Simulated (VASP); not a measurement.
# MgS (Fm-3m) in VASP: notebook

MgS is run at these levels: PBE-based screened hybrid; tasks: single point.

Program: VASP 6.6.1. These are calculated values, not measurements. Logs are shortened: lines on timing, memory, paths and dates and some standing lists are left out, and cuts for length are marked.

### 1 The cell of the first run

It takes space group Fm-3m (No. 225, cubic). The conventional cell has a = 5.203 Å, b = 5.203 Å, c = 5.203 Å, α = 90.00°, β = 90.00°, γ = 90.00°. Mg (site symmetry m-3m) has 6 S at 2.60 Å within 3.4 Å. Within 3.4 Å of S (site symmetry m-3m) lie 6 Mg at 2.60 Å.

### 2 Single point, PBE-based screened hybrid

POSCAR

```
MgS
1.0
    0.0000000000      2.6015179373      2.6015179373
    2.6015179373      0.0000000000      2.6015179373
    2.6015179373      2.6015179373      0.0000000000
Mg S
1 1
Direct
    0.0000000000      0.0000000000      0.0000000000
    0.5000000000      0.5000000000      0.5000000000
```

INCAR.step1

```
SYSTEM = MgS
PREC = Accurate
ENCUT = 520
EDIFF = 1E-5
ISMEAR = 0
SIGMA = 0.01
LREAL = .FALSE.
LASPH = .TRUE.
NELM = 100
ALGO = Normal
ISIF = 2
LWAVE = .TRUE.
LCHARG = .FALSE.
NBANDS = 11
GGA = PE
```

INCAR.step2

```
SYSTEM = MgS
PREC = Accurate
ENCUT = 520
EDIFF = 1E-7
ISMEAR = 0
SIGMA = 0.01
LREAL = .FALSE.
LASPH = .TRUE.
NELM = 100
ALGO = Normal
ISIF = 2
LWAVE = .FALSE.
LCHARG = .FALSE.
GGA = PE
LHFCALC = .TRUE.
AEXX = 0.1
HFSCREEN = 0.3
PRECFOCK = Normal
NBANDS = 11
ISTART = 1
```

KPOINTS

```
Automatic mesh
0
G
  4 4 4
  0 0 0
```

Potentials or basis: VASP PAW PBE potentials, release 64 (Mg, S).

Run with:

```sh
$ cat potpaw_PBE.64/Mg/POTCAR potpaw_PBE.64/S/POTCAR > POTCAR
$ cp INCAR.step1 INCAR
$ mpirun -np 1 vasp_std > vasp.out
$ cp INCAR.step2 INCAR
$ mpirun -np 1 vasp_std > vasp.out
```

OUTCAR:

```text
SYSTEM = MgS
   PREC = Accurate
   ENCUT = 520
   EDIFF = 1E-7
   ISMEAR = 0
   LREAL = .FALSE.
   LASPH = .TRUE.
   NELM = 100
   ISIF = 2
   GGA = PE
   LHFCALC = .TRUE.
   AEXX = 0.1
   HFSCREEN = 0.3
   PRECFOCK = Normal
   ISTART = 1

 ion  position               nearest neighbor table
   1  0.000  0.000  0.000-   2 2.60   2 2.60   2 2.60   2 2.60   2 2.60   2 2.60
   2  0.500  0.500  0.500-   1 2.60   1 2.60   1 2.60   1 2.60   1 2.60   1 2.60

  LATTYP: Found a face centered cubic cell.
 ALAT       =     5.2030358746

  Lattice vectors:

 A1 = (   0.0000000000,   2.6015179373,   2.6015179373)
 A2 = (   2.6015179373,   0.0000000000,   2.6015179373)
 A3 = (   2.6015179373,   2.6015179373,   0.0000000000)

Analysis of symmetry for initial positions (statically):
=====================================================================
 Subroutine PRICEL returns:
 Original cell was already a primitive cell.

 Routine SETGRP: Setting up the symmetry group for a
 face centered cubic supercell.

 Subroutine GETGRP returns: Found 48 space group operations
 (whereof 48 operations were pure point group operations)
 out of a pool of 48 trial point group operations.

The static configuration has the point symmetry O_h .

Analysis of symmetry for dynamics (positions and initial velocities):
=====================================================================
 Subroutine PRICEL returns:
 Original cell was already a primitive cell.

 Routine SETGRP: Setting up the symmetry group for a
 face centered cubic supercell.

 Subroutine GETGRP returns: Found 48 space group operations
 (whereof 48 operations were pure point group operations)
 out of a pool of 48 trial point group operations.

The dynamic configuration has the point symmetry O_h .

 Subroutine INISYM returns: Found 48 space group operations
 (whereof 48 operations are pure point group operations),
 and found     1 'primitive' translations

----------------------------------------------------------------------------------------

                                     Primitive cell

  volume of cell :      35.2136

  direct lattice vectors                    reciprocal lattice vectors
     0.000000000  2.601517937  2.601517937    -0.192195484  0.192195484  0.192195484
     2.601517937  0.000000000  2.601517937     0.192195484 -0.192195484  0.192195484
     2.601517937  2.601517937  0.000000000     0.192195484  0.192195484 -0.192195484

  length of vectors
     3.679101950  3.679101950  3.679101950     0.332892344  0.332892344  0.332892344

  position of ions in fractional coordinates (direct lattice)
     0.000000000  0.000000000  0.000000000
     0.500000000  0.500000000  0.500000000

  ion indices of the primitive-cell ions
   primitive index   ion index
                 1           1
                 2           2

----------------------------------------------------------------------------------------

 KPOINTS: Automatic mesh

Automatic generation of k-mesh.
 Grid dimensions read from file:
 generate k-points for:    4    4    4

 Generating k-lattice:

  Cartesian coordinates                     Fractional coordinates (reciprocal lattice)
    -0.048048871  0.048048871  0.048048871     0.250000000  0.000000000  0.000000000
     0.048048871 -0.048048871  0.048048871     0.000000000  0.250000000  0.000000000
     0.048048871  0.048048871 -0.048048871     0.000000000  0.000000000  0.250000000

  Length of vectors
     0.083223086  0.083223086  0.083223086

  Shift w.r.t. Gamma in fractional coordinates (k-lattice)
     0.000000000  0.000000000  0.000000000

 Subroutine IBZKPT returns following result:
 ===========================================

 Found      8 irreducible k-points:

 Following reciprocal coordinates:
            Coordinates               Weight
  0.000000  0.000000  0.000000      1.000000
  0.250000  0.000000  0.000000      8.000000
  0.500000  0.000000  0.000000      4.000000
  0.250000  0.250000  0.000000      6.000000
  0.500000  0.250000  0.000000     24.000000
 -0.250000  0.250000  0.000000     12.000000
  0.500000  0.500000  0.000000      3.000000
 -0.250000  0.500000  0.250000      6.000000
   k-points           NKPTS =      8   k-points in BZ     NKDIM =     64   number of bands    NBANDS=     11
   number of dos      NEDOS =    301   number of ions     NIONS =      2
   total plane-waves  NPLWV =  21952
   dimension x,y,z NGX =    28 NGY =   28 NGZ =   28
   dimension x,y,z NGXF=    56 NGYF=   56 NGZF=   56
   ions per type =               1   1
   NGX,Y,Z   is equivalent  to a cutoff of  12.65, 12.65, 12.65 a.u.
   NGXF,Y,Z  is equivalent  to a cutoff of  25.30, 25.30, 25.30 a.u.
 SYSTEM =  MgS
   PREC   = accura    normal or accurate (medium, high low for compatibility)
   ISTART =      1    job   : 0-new  1-cont  2-samecut
   ICHARG =      0    charge: 1-file 2-atom 10-const
   ISPIN  =      1    spin polarized calculation?
   LNONCOLLINEAR =      F non collinear calculations
   LSORBIT =      F    spin-orbit coupling
   LASPH  =      T    aspherical Exc in radial PAW
   ENCUT  =  520.0 eV  38.22 Ry    6.18 a.u.   6.84  6.84  6.84*2*pi/ulx,y,z
   NELM   =    100;   NELMIN=  2; NELMDL=  0     # of ELM steps
   EDIFF  = 0.1E-06   stopping-criterion for ELM
   LREAL  =      F    real-space projection
   EDIFFG = 0.1E-05   stopping-criterion for IOM
   NSW    =      0    number of steps for IOM
   IBRION =     -1    ionic relax: 0-MD 1-quasi-New 2-CG
   NFREE  =      0    steps in history (QN), initial steepest desc. (CG)
   ISIF   =      2    stress and relaxation
   ISYM   =      3    0-nonsym 1-usesym 2-fastsym
   POTIM  = 0.5000    time-step for ionic-motion
   TEBEG  =    0.0;   TEEND  =   0.0 temperature during run
   PSTRESS=    0.0 pullay stress
   NELECT =       8.0000    total number of electrons
   NUPDOWN=      -1.0000    fix difference up-down
   EMIN   =  10.00;   EMAX   =-10.00  energy-range for DOS
   EFERMI =   0.00;   METHOD = LEGACY
   ISMEAR =     0;   SIGMA  =   0.01  broadening in eV -4-tet -1-fermi 0-gaus
   EFERMI_NEDOS =   21; number of points for ismear=-14 and -15
   IALGO  =     38    algorithm
   IMIX   =      1    mixing-type and parameters
     AMIX     =   0.40;   BMIX     =  1.00
     AMIX_MAG =   1.60;   BMIX_MAG =  1.00
  volume/ion in A,a.u.               =      17.61       118.82
  Fermi-wavevector in a.u.,A,eV,Ry     =   0.998929  1.887702 13.576701  0.997859
  Thomas-Fermi vector in A             =   2.131185
   LORBIT       =      0    0 simple, 1 ext, 2 COOP (PROOUT), +10 PAW based schemes
   GGA     = PE    functional components
   LHFCALC =     T    Hartree Fock is set to
   PRECFOCK=normal    Normal, Fast or Accurate (Low or Medium for compatibility)
   ENCUT4O =  -1.0   cutoff for four orbital integrals eV
   NKREDX  =     1    reduce k-point grid by
   NKREDY  =     1    reduce k-point grid by
   NKREDZ  =     1    reduce k-point grid by
   AEXX    =    0.1000 exact exchange contribution
   HFSCREEN=    0.3000 screening length (either q_TF or 0.3 A-1)
   HFSCREENC=   0.3000 screening length for correlation (either q_TF or 0.3 A-1)
   ENCUTFOCK=  -1.0 apply spherical cutoff to Coloumb kernel
   IVDW    =     0    specifies the selected vdW correction
   LEPSILON=     F    determine dielectric tensor
   LRPA    =     F    only Hartree local field effects (RPA)
 non-spin polarized calculation
 Gauss-broadening in eV      SIGMA  =   0.01
  energy-cutoff  :      520.00
  volume of cell :       35.21
 maximum number of plane-waves:       960
  NGX = 24; NGY = 24; NGZ = 24

 number of electron       8.0000000 magnetization

 Free energy of the ion-electron system (eV)
  ---------------------------------------------------
  ext. energy  EPLUGINS =         0.00000000
  ---------------------------------------------------
  free energy    TOTEN  =        -8.91867430 eV

  energy without entropy =       -8.91867430  energy(sigma->0) =       -8.91867430

 E-fermi :   3.6614     XC(G=0):  -9.0831

 val. band max:        3.5382181555   @ k =   0.0000   0.0000   0.0000
 cond. band min:       6.5961768692   @ k =   0.5000   0.5000   0.0000
 fundamental gap:      3.0579587137
 Fermi energy:         3.6614133817

 k-point     1 :       0.0000    0.0000    0.0000
  band No.  band energies     occupation
      1      -9.6163      2.00000
      2       3.5382      2.00000
      3       3.5382      2.00000
      4       3.5382      2.00000
      5       7.5907      0.00000
      6      11.8433      0.00000
      7      11.8433      0.00000
      8      11.8433      0.00000
      9      14.3057      0.00000
     10      14.3057      0.00000
     11      16.4481      0.00000

 k-point     2 :       0.2500    0.0000    0.0000
  band No.  band energies     occupation
      1      -9.0348      2.00000
      2       0.6540      2.00000
      3       3.2063      2.00000
      4       3.2063      2.00000
      5       8.8289      0.00000
      6      11.7202      0.00000
      7      11.7202      0.00000
      8      12.2447      0.00000
      9      14.2361      0.00000
     10      14.2361      0.00000
     11      15.8523      0.00000

 k-point     3 :       0.5000    0.0000    0.0000
  band No.  band energies     occupation
      1      -8.2592      2.00000
      2      -1.4494      2.00000
      3       2.9280      2.00000
      4       2.9280      2.00000
      5       8.3937      0.00000
      6      10.7911      0.00000
      7      10.7911      0.00000
      8      14.1229      0.00000
      9      16.1305      0.00000
     10      18.4339      0.00000
     11      18.4339      0.00000

 k-point     4 :       0.2500    0.2500    0.0000
  band No.  band energies     occupation
      1      -8.8517      2.00000
      2       0.9229      2.00000
      3       2.5358      2.00000
      4       2.5358      2.00000
      5       8.8750      0.00000
      6       9.4687      0.00000
      7      12.1661      0.00000
      8      14.1502      0.00000
      9      14.1502      0.00000
     10      15.3213      0.00000
     11      19.3656      0.00000

 k-point     5 :       0.5000    0.2500    0.0000
  band No.  band energies     occupation
      1      -8.0872      2.00000
      2      -0.6313      2.00000
      3       1.2679      2.00000
      4       2.2930      2.00000
      5       8.2514      0.00000
      6      10.6311      0.00000
      7      12.7516      0.00000
      8      12.9144      0.00000
      9      16.6801      0.00000
     10      18.6201      0.00000
     11      19.5770      0.00000

 k-point     6 :      -0.2500    0.2500    0.0000
  band No.  band energies     occupation
      1      -8.3360      2.00000
      2      -0.2690      2.00000
      3       1.1352      2.00000
      4       2.8885      2.00000
      5       9.5479      0.00000
      6      11.5293      0.00000
      7      11.7981      0.00000
      8      11.8764      0.00000
      9      14.4762      0.00000
     10      18.1931      0.00000
     11      19.2399      0.00000

 k-point     7 :       0.5000    0.5000    0.0000
  band No.  band energies     occupation
      1      -7.8714      2.00000
      2      -0.7988      2.00000
      3       1.7953      2.00000
      4       1.7953      2.00000
      5       6.5962      0.00000
      6       8.2117      0.00000
      7      16.0460      0.00000
      8      16.8419      0.00000
      9      17.4115      0.00000
     10      17.4115      0.00000
     11      19.9171      0.00000

 k-point     8 :      -0.2500    0.5000    0.2500
  band No.  band energies     occupation
      1      -7.8254      2.00000
      2       0.2045      2.00000
      3       0.2045      2.00000
      4       1.1201      2.00000
      5       9.1201      0.00000
      6      11.8631      0.00000
      7      11.8631      0.00000
      8      11.9905      0.00000
      9      18.3803      0.00000
     10      18.3803      0.00000
     11      19.7661      0.00000

------------------------ aborting loop because EDIFF is reached ----------------------------------------

  FORCE on cell =-STRESS in cart. coord.  units (eV):
  Direction    XX          YY          ZZ          XY          YZ          ZX
  --------------------------------------------------------------------------------------
  -------------------------------------------------------------------------------------
  Total        0.1429184      0.1429184      0.1429184      0.0000000      0.0000000     -0.0000000
  in kB        6.5026163      6.5026163      6.5026163      0.0000000      0.0000000     -0.0000000
  external PRESSURE =       6.5026163 kB  Pullay stress =       0.0000000 kB

 VOLUME and BASIS-vectors are now :
 -----------------------------------------------------------------------------
  energy-cutoff  :      520.00
  volume of cell :       35.21
      direct lattice vectors                 reciprocal lattice vectors
     0.000000000  2.601517937  2.601517937    -0.192195484  0.192195484  0.192195484
     2.601517937  0.000000000  2.601517937     0.192195484 -0.192195484  0.192195484
     2.601517937  2.601517937  0.000000000     0.192195484  0.192195484 -0.192195484

 POSITION                                       TOTAL-FORCE (eV/Angst)
 -----------------------------------------------------------------------------------
      0.00000      0.00000      0.00000        -0.000000     -0.000000      0.000000
      2.60152      2.60152      2.60152         0.000000      0.000000     -0.000000
 -----------------------------------------------------------------------------------
    total drift:                               -0.000020     -0.000028     -0.000028

  FREE ENERGIE OF THE ION-ELECTRON SYSTEM (eV)
  ---------------------------------------------------
  free  energy   TOTEN  =        -8.9186743020 eV

  energy  without entropy=       -8.9186743020  energy(sigma->0) =       -8.91867430
```

Wall time 5.7 min (1 thread of AMD EPYC, shared host); peak memory 0.23 GiB.

Results:

```
Free energy            : -8.9187 eV
Pressure               : 0.7 GPa
Band gap on the k mesh : 3.06 eV, indirect (least direct gap 4.05 eV)
```

Levels at points of the mesh, in eV from the valence-band top:
| k point | band 1 | band 2 | band 3 | band 4 | band 5 | band 6 | band 7 | band 8 |
| --- | --- | --- | --- | --- | --- | --- | --- | --- |
| (0.00, 0.00, 0.00) | -13.15 | 0.00 | 0.00 | 0.00 | 4.05 | 8.31 | 8.31 | 8.31 |
| (0.50, 0.00, 0.00) | -11.80 | -4.99 | -0.61 | -0.61 | 4.86 | 7.25 | 7.25 | 10.58 |
| (0.50, 0.50, 0.00) | -11.41 | -4.34 | -1.74 | -1.74 | 3.06 | 4.67 | 12.51 | 13.30 |

Caveat: the k points lie up to 0.52 Å⁻¹ apart; the PAW data sets were made with another functional, which shifts forces and pressure a little. A k mesh can miss the band edges.

### 3 Single point, PBE-based screened hybrid

POSCAR is that of step 2.

INCAR.step1

```
SYSTEM = MgS
ALGO = Normal
EDIFF = 1E-5
ENCUT = 520
GGA = PE
ISIF = 2
ISMEAR = 0
LASPH = .True.
LREAL = .False.
LWAVE = .True.
NBANDS = 11
NELM = 80
PREC = Accurate
SIGMA = 0.01
```

INCAR.step2

```
SYSTEM = MgS
AEXX = 0.75
ALGO = Normal
EDIFF = 1E-7
ENCUT = 520
GGA = PE
HFSCREEN = 0.1
ISIF = 2
ISMEAR = 0
ISTART = 1
LASPH = .True.
LCHARG = .True.
LELF = .True.
LHFCALC = .True.
LREAL = .False.
LVHAR = .True.
LWAVE = .False.
NBANDS = 11
NELM = 80
PREC = Accurate
PRECFOCK = Normal
SIGMA = 0.01
```

KPOINTS

```
k-points
0
Gamma
  4 4 4
  0 0 0
```

Potentials or basis: VASP PAW PBE potentials, release 64 (Mg, S).

Run with:

```sh
$ cat potpaw_PBE.64/Mg/POTCAR potpaw_PBE.64/S/POTCAR > POTCAR
$ cp INCAR.step1 INCAR
$ mpirun -np 1 vasp_std > vasp.out
$ cp INCAR.step2 INCAR
$ mpirun -np 1 vasp_std > vasp.out
```

Run time: 7.7 min. Hardware: 1 thread of AMD EPYC, shared host; peak memory 0.24 GiB.

It converged, with:

| Property | Result |
| --- | --- |
| Free energy | -13.6702 eV |
| Pressure | -4.0 GPa |
| Band gap on the k mesh | 6.96 eV, indirect (least direct gap 8.24 eV) |

Levels at points of the mesh, in eV from the valence-band top:
| k point | band 2 | band 3 | band 4 | band 5 | band 6 | band 7 |
| --- | --- | --- | --- | --- | --- | --- |
| (0.00, 0.00, 0.00) | 0.00 | 0.00 | 0.00 | 8.24 | 12.61 | 12.61 |
| (0.50, 0.00, 0.00) | -6.15 | -0.76 | -0.76 | 8.77 | 11.54 | 11.54 |
| (0.50, 0.50, 0.00) | -5.41 | -2.18 | -2.18 | 6.96 | 8.41 | 17.74 |

Caveat: the k points lie up to 0.52 Å⁻¹ apart; the PAW data sets were made with another functional, which shifts forces and pressure a little. A k mesh can miss the band edges.
